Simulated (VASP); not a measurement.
# Au (I4/mmm) in VASP: a series of runs, part 2 of 3

VASP 6.6.1. The steps go on from the part before.

**3. Single point, PBEsol (strain +0.030 along x and y, +0.000 along z)**

Input file INCAR:

```
SYSTEM = Au
PREC = Accurate
ENCUT = 520
EDIFF = 1E-6
ISMEAR = 0
SIGMA = 0.15
LREAL = .False.
LASPH = .True.
NELM = 80
ALGO = Fast
ISIF = 2
LWAVE = .False.
LCHARG = .False.
GGA = PS
NBANDS = 12
```

Input file KPOINTS:

```
regular mesh
0
Gamma
  20 20 20
  0 0 0
```

Input file POSCAR:

```
Au
1.0
   -1.7069870700      1.7069870700      1.6572690000
    1.7069870700     -1.7069870700      1.6572690000
    1.7069870700      1.7069870700     -1.6572690000
Au
1
Direct
    0.0000000000      0.0000000000      0.0000000000
```

Potentials or basis: VASP PAW PBE potentials, release 64 (Au).

Launch:

```bash
$ cat potpaw_PBE.64/Au/POTCAR > POTCAR
$ mpirun -np 1 vasp_std > vasp.out
```

OUTCAR:

```text
SYSTEM = Au
   PREC = Accurate
   ENCUT = 520
   EDIFF = 1E-6
   ISMEAR = 0
   LREAL = .False.
   LASPH = .True.
   NELM = 80
   ISIF = 2
   GGA = PS

 ion  position               nearest neighbor table
   1  0.000  0.000  0.000-

  LATTYP: Found a body centered tetragonal cell.
 ALAT       =     3.4139741400
 C/A-ratio  =     0.9708737864

  Lattice vectors:

 A1 = (  -1.7069870700,   1.7069870700,   1.6572690000)
 A2 = (   1.7069870700,  -1.7069870700,   1.6572690000)
 A3 = (   1.7069870700,   1.7069870700,  -1.6572690000)

Analysis of symmetry for initial positions (statically):
=====================================================================
 Subroutine PRICEL returns:
 Original cell was already a primitive cell.

 Routine SETGRP: Setting up the symmetry group for a
 body centered tetragonal supercell.

 Subroutine GETGRP returns: Found 16 space group operations
 (whereof 16 operations were pure point group operations)
 out of a pool of 16 trial point group operations.

The static configuration has the point symmetry D_4h.

Analysis of symmetry for dynamics (positions and initial velocities):
=====================================================================
 Subroutine PRICEL returns:
 Original cell was already a primitive cell.

 Routine SETGRP: Setting up the symmetry group for a
 body centered tetragonal supercell.

 Subroutine GETGRP returns: Found 16 space group operations
 (whereof 16 operations were pure point group operations)
 out of a pool of 16 trial point group operations.

The dynamic configuration has the point symmetry D_4h.

 Subroutine INISYM returns: Found 16 space group operations
 (whereof 16 operations are pure point group operations),
 and found     1 'primitive' translations

----------------------------------------------------------------------------------------

                                     Primitive cell

  volume of cell :      19.3158

  direct lattice vectors                    reciprocal lattice vectors
    -1.706987070  1.706987070  1.657269000     0.000000000  0.292913759  0.301701172
     1.706987070 -1.706987070  1.657269000     0.292913759  0.000000000  0.301701172
     1.706987070  1.706987070 -1.657269000     0.292913759  0.292913759  0.000000000

  length of vectors
     2.928164998  2.928164998  2.928164998     0.420502161  0.420502161  0.414242611

  position of ions in fractional coordinates (direct lattice)
     0.000000000  0.000000000  0.000000000

  ion indices of the primitive-cell ions
   primitive index   ion index
                 1           1

----------------------------------------------------------------------------------------

 KPOINTS: regular mesh

Automatic generation of k-mesh.
 Grid dimensions read from file:
 generate k-points for:   20   20   20

 Generating k-lattice:

  Cartesian coordinates                     Fractional coordinates (reciprocal lattice)
     0.000000000  0.014645688  0.015085059     0.050000000 -0.000000000  0.000000000
     0.014645688  0.000000000  0.015085059    -0.000000000  0.050000000  0.000000000
     0.014645688  0.014645688  0.000000000     0.000000000  0.000000000  0.050000000

  Length of vectors
     0.021025108  0.021025108  0.020712131

  Shift w.r.t. Gamma in fractional coordinates (k-lattice)
     0.000000000  0.000000000  0.000000000

 Subroutine IBZKPT returns following result:
 ===========================================

 Found    641 irreducible k-points:

 Following reciprocal coordinates:
            Coordinates               Weight
  0.000000  0.000000  0.000000      1.000000
  0.050000 -0.000000  0.000000      8.000000
  0.100000 -0.000000  0.000000      8.000000
  0.150000  0.000000  0.000000      8.000000
  0.200000 -0.000000  0.000000      8.000000
  0.250000 -0.000000  0.000000      8.000000
[... 16 lines left out ...]
 -0.400000  0.050000 -0.000000     16.000000
 -0.350000  0.050000 -0.000000     16.000000
 [... further k-points ...]
   k-points           NKPTS =    641   k-points in BZ     NKDIM =    641   number of bands    NBANDS=     12
   number of dos      NEDOS =    301   number of ions     NIONS =      1
   total plane-waves  NPLWV =  13824
   dimension x,y,z NGX =    24 NGY =   24 NGZ =   24
   dimension x,y,z NGXF=    48 NGYF=   48 NGZF=   48
   ions per type =               1
   NGX,Y,Z   is equivalent  to a cutoff of  13.63, 13.63, 13.63 a.u.
   NGXF,Y,Z  is equivalent  to a cutoff of  27.25, 27.25, 27.25 a.u.
 SYSTEM =  Au
   PREC   = accura    normal or accurate (medium, high low for compatibility)
   ISTART =      0    job   : 0-new  1-cont  2-samecut
   ICHARG =      2    charge: 1-file 2-atom 10-const
   ISPIN  =      1    spin polarized calculation?
   LNONCOLLINEAR =      F non collinear calculations
   LSORBIT =      F    spin-orbit coupling
   LASPH  =      T    aspherical Exc in radial PAW
   ENCUT  =  520.0 eV  38.22 Ry    6.18 a.u.   5.44  5.44  5.44*2*pi/ulx,y,z
   NELM   =     80;   NELMIN=  2; NELMDL= -5     # of ELM steps
   EDIFF  = 0.1E-05   stopping-criterion for ELM
   LREAL  =      F    real-space projection
   EDIFFG = 0.1E-04   stopping-criterion for IOM
   NSW    =      0    number of steps for IOM
   IBRION =     -1    ionic relax: 0-MD 1-quasi-New 2-CG
   NFREE  =      0    steps in history (QN), initial steepest desc. (CG)
   ISIF   =      2    stress and relaxation
   ISYM   =      2    0-nonsym 1-usesym 2-fastsym
   POTIM  = 0.5000    time-step for ionic-motion
   TEBEG  =    0.0;   TEEND  =   0.0 temperature during run
   PSTRESS=    0.0 pullay stress
   NELECT =      11.0000    total number of electrons
   NUPDOWN=      -1.0000    fix difference up-down
   EMIN   =  10.00;   EMAX   =-10.00  energy-range for DOS
   EFERMI =   0.00;   METHOD = LEGACY
   ISMEAR =     0;   SIGMA  =   0.15  broadening in eV -4-tet -1-fermi 0-gaus
   EFERMI_NEDOS =   21; number of points for ismear=-14 and -15
   IALGO  =     68    algorithm
   IMIX   =      4    mixing-type and parameters
     AMIX     =   0.40;   BMIX     =  1.00
     AMIX_MAG =   1.60;   BMIX_MAG =  1.00
  volume/ion in A,a.u.               =      19.32       130.35
  Fermi-wavevector in a.u.,A,eV,Ry     =   1.356963  2.564288 25.053057  1.841348
  Thomas-Fermi vector in A             =   2.483921
   LORBIT       =      0    0 simple, 1 ext, 2 COOP (PROOUT), +10 PAW based schemes
   GGA     = PS    functional components
   LHFCALC =     F    Hartree Fock is set to
   AEXX    =    0.0000 exact exchange contribution
   IVDW    =     0    specifies the selected vdW correction
   LEPSILON=     F    determine dielectric tensor
   LRPA    =     F    only Hartree local field effects (RPA)
 non-spin polarized calculation
 RMM-DIIS sequential band-by-band and
 Gauss-broadening in eV      SIGMA  =   0.15
  energy-cutoff  :      520.00
  volume of cell :       19.32
 maximum number of plane-waves:       547
 NGX is ok and might be reduce to    24
   NGX = 11   NGY = 11   NGZ = 11

 number of electron      11.0000001 magnetization

 Free energy of the ion-electron system (eV)
  ---------------------------------------------------
  ext. energy  EPLUGINS =         0.00000000
  ---------------------------------------------------
  free energy    TOTEN  =        -3.78104082 eV

  energy without entropy =       -3.77669351  energy(sigma->0) =       -3.77886717

 E-fermi :   7.3668     XC(G=0): -12.1557

 val. band max:        7.3508071326   @ k =  -0.1000   0.4500   0.1000
 cond. band min:       7.3707126845   @ k =   0.4000   0.0500   0.0500
 fundamental gap:      0.0199055519
 Fermi energy:         7.3667614080

 k-point     1 :       0.0000    0.0000    0.0000
  band No.  band energies     occupation
      1      -1.3280      2.00000
      2       3.0055      2.00000
      3       3.1679      2.00000
      4       3.1679      2.00000
      5       4.6015      2.00000
      6       4.7900      2.00000
      7      23.5747      0.00000
      8      23.5747      0.00000
      9      24.0790      0.00000
     10      29.1752      0.00000
     11      29.1752      0.00000
     12      29.9682      0.00000
[... 331 lines left out ...]
 k-point    24 :      -0.3500    0.0500   -0.0000
  band No.  band energies     occupation
      1       1.0531      2.00000
      2       2.4167      2.00000
      3       3.7892      2.00000
      4       4.5551      2.00000
      5       4.8027      2.00000
      6       5.1560      2.00000
      7      15.6180      0.00000
      8      20.5254      0.00000
      9      21.8766      0.00000
     10      26.4345      0.00000
     11      27.0790      0.00000
     12      29.9445      0.00000

 [... further k-points ...]
[... 5 lines left out ...]
  --------------------------------------------------------------------------------------
  -------------------------------------------------------------------------------------
  Total       -1.8068482     -1.8068482     -1.8364415      0.0000000      0.0000000      0.0000000
  in kB     -149.8714117   -149.8714117   -152.3260600      0.0000000      0.0000000      0.0000000
  external PRESSURE =    -150.6896278 kB  Pullay stress =       0.0000000 kB

 VOLUME and BASIS-vectors are now :
 -----------------------------------------------------------------------------
  energy-cutoff  :      520.00
  volume of cell :       19.32
      direct lattice vectors                 reciprocal lattice vectors
    -1.706987070  1.706987070  1.657269000     0.000000000  0.292913759  0.301701172
     1.706987070 -1.706987070  1.657269000     0.292913759  0.000000000  0.301701172
     1.706987070  1.706987070 -1.657269000     0.292913759  0.292913759  0.000000000

 POSITION                                       TOTAL-FORCE (eV/Angst)
 -----------------------------------------------------------------------------------
      0.00000      0.00000      0.00000         0.000000     -0.000000     -0.000000
 -----------------------------------------------------------------------------------
    total drift:                                0.000000      0.000000     -0.000000

  FREE ENERGIE OF THE ION-ELECTRON SYSTEM (eV)
  ---------------------------------------------------
  free  energy   TOTEN  =        -3.7810408231 eV

  energy  without entropy=       -3.7766935093  energy(sigma->0) =       -3.77886717
```

OSZICAR:

```text
N       E                     dE             d eps       ncg     rms          rms(c)
DAV:   1     0.475220967913E+02    0.47522E+02   -0.54653E+03 16040   0.804E+02
DAV:   2    -0.343799002783E+01   -0.50960E+02   -0.47856E+02 18228   0.180E+02
DAV:   3    -0.411786463843E+01   -0.67987E+00   -0.67932E+00 18108   0.201E+01
DAV:   4    -0.412021641857E+01   -0.23518E-02   -0.23517E-02 17548   0.138E+00
DAV:   5    -0.412023530791E+01   -0.18889E-04   -0.18889E-04 18120   0.119E-01    0.641E+00
RMM:   6    -0.379645944917E+01    0.32378E+00   -0.43635E-01 15398   0.536E+00    0.423E+00
RMM:   7    -0.378333112837E+01    0.13128E-01   -0.28293E-02 16315   0.157E+00    0.248E+00
RMM:   8    -0.378115496973E+01    0.21762E-02   -0.26888E-03 16923   0.443E-01    0.420E-01
RMM:   9    -0.378103779177E+01    0.11718E-03   -0.53506E-04 17665   0.191E-01    0.865E-02
RMM:  10    -0.378104204007E+01   -0.42483E-05   -0.65824E-05 17674   0.614E-02    0.521E-02
RMM:  11    -0.378104077904E+01    0.12610E-05   -0.96838E-06 17351   0.234E-02    0.113E-02
RMM:  12    -0.378104082310E+01   -0.44057E-07   -0.14396E-06 13698   0.824E-03
   1 F= -.37810408E+01 E0= -.37788672E+01  d E =-.434731E-02
```

Run time: 57 s. Hardware: 1 thread of Intel Xeon Platinum 8488C (Sapphire Rapids), shared host; peak memory 0.25 GiB.

Results:

| Quantity | Value |
| --- | --- |
| Free energy | -3.7810 eV |
| Pressure | -15.1 GPa |

Levels at points of the mesh, in eV from the Fermi level:
| k point | band 4 | band 5 | band 6 | band 7 | band 8 | band 9 |
| --- | --- | --- | --- | --- | --- | --- |
| (0.00, 0.00, 0.00) | -4.20 | -2.77 | -2.58 | 16.21 | 16.21 | 16.71 |
| (0.50, 0.00, 0.00) | -2.45 | -1.43 | -0.15 | 2.91 | 12.04 | 12.76 |
| (0.50, 0.50, 0.00) | -2.57 | -1.46 | -0.31 | 2.69 | 12.48 | 13.39 |
| (0.50, 0.50, 0.50) | -1.76 | -1.71 | 5.82 | 5.82 | 6.63 | 8.19 |

Caveat: the cell differs from its parent crystal (strain +0.030 along x and y, +0.000 along z); the PAW data sets were made with another functional, which shifts forces and pressure a little; spin-orbit coupling is left out, which moves the levels of the heavy elements.

**4. Single point, PBEsol (strain +0.015 along x and y, +0.030 along z)**

Input file INCAR:

```
PREC = Accurate ; ENCUT = 520
EDIFF = 1E-6 ; ISMEAR = 0
SIGMA = 0.15 ; LREAL = F
LASPH = T ; NELM = 100
ALGO = Fast ; ISIF = 2
LWAVE = F ; LCHARG = T
GGA = PS ; LELF = T
LVHAR = T ; NBANDS = 12
```

Input file KPOINTS:

```
Automatic mesh
0
Gamma
  20 20 20
```

Input file POSCAR:

```
Au
1.0
   -1.6821280350      1.6821280350      1.7069870700
    1.6821280350     -1.6821280350      1.7069870700
    1.6821280350      1.6821280350     -1.7069870700
Au
1
Direct
    0.0000000000      0.0000000000      0.0000000000
```

Launch:

```bash
$ cat potpaw_PBE.64/Au/POTCAR > POTCAR
$ mpirun -np 1 vasp_std > vasp.out
```

Run time: 61 s. Hardware: 1 thread of Intel Xeon Platinum 8488C (Sapphire Rapids), shared host; peak memory 0.26 GiB.

The run converged. Its results:

```
Free energy : -3.7804 eV
Pressure    : -15.1 GPa
```

Stress tensor (GPa, compression positive):
```
-15.13   0.00   0.00
  0.00 -15.13   0.00
  0.00   0.00 -15.04
```

Levels at points of the mesh, in eV from the Fermi level:
| k point | band 2 | band 3 | band 4 | band 5 | band 6 | band 7 | band 8 | band 9 | band 10 | band 11 |
| --- | --- | --- | --- | --- | --- | --- | --- | --- | --- | --- |
| (0.00, 0.00, 0.00) | -4.28 | -4.28 | -4.20 | -2.71 | -2.62 | 16.22 | 16.46 | 16.46 | 21.79 | 22.19 |
| (0.50, 0.00, 0.00) | -5.11 | -2.83 | -2.52 | -1.44 | -0.23 | 2.80 | 12.26 | 13.07 | 20.12 | 20.59 |
| (0.50, 0.50, 0.00) | -5.19 | -2.73 | -2.48 | -1.42 | -0.15 | 2.91 | 12.04 | 12.76 | 19.70 | 20.38 |
| (0.50, 0.50, 0.50) | -5.81 | -1.76 | -1.73 | -1.73 | 5.83 | 6.22 | 6.22 | 8.22 | 14.52 | 14.79 |

Caveat: the cell differs from its parent crystal (strain +0.015 along x and y, +0.030 along z); the PAW data sets were made with another functional, which shifts forces and pressure a little; spin-orbit coupling is left out, which moves the levels of the heavy elements.

(Continued in part 3 of 3.)
